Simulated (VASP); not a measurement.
Wanted: the native input for a VASP 6.6.1 run.

- Task: single point
- Functional: PBEsol
- Potentials or basis: VASP PAW PBE potentials, release 64 (Sb)
- Cutoff: 520 eV
- k mesh: 10 × 10 × 10
- Occupations: fermi-dirac, width 0.05 eV
- Spin: no spin polarisation
- Dipole correction: no
- Further INCAR settings: ALGO = Normal; EDIFF = 1e-07; NBANDS = 8

The structure of Sb lies in POSCAR:

```
Sb
1.0
   -1.8001778838      1.8001778838      1.8001778838
    1.8001778838     -1.8001778838      1.8001778838
    1.8001778838      1.8001778838     -1.8001778838
Sb
1
Direct
    0.0000000000      0.0000000000      0.0000000000
```

One way to write it, as run:

INCAR

```
SYSTEM = Sb
PREC = Accurate ; ENCUT = 520
EDIFF = 1E-7 ; ISMEAR = -1
SIGMA = 0.05 ; LREAL = .FALSE.
LASPH = .TRUE. ; NELM = 80
ALGO = Normal ; ISIF = 2
LWAVE = .FALSE. ; LCHARG = .FALSE.
GGA = PS ; NBANDS = 8
```

KPOINTS

```
Automatic mesh
0
G
  10 10 10
  0 0 0
```

Potentials or basis: VASP PAW PBE potentials, release 64 (Sb).

Command:

```console
$ cat potpaw_PBE.64/Sb/POTCAR > POTCAR
$ mpirun -np 1 vasp_std > vasp.out
```

Results of the run:

```
Pressure : 10.1 GPa
```

Caveat: the PAW data sets were made with another functional, which shifts forces and pressure a little.

Run time: 18 s on 1 thread of AMD EPYC 7R13 (shared host), peak memory 0.11 GiB.
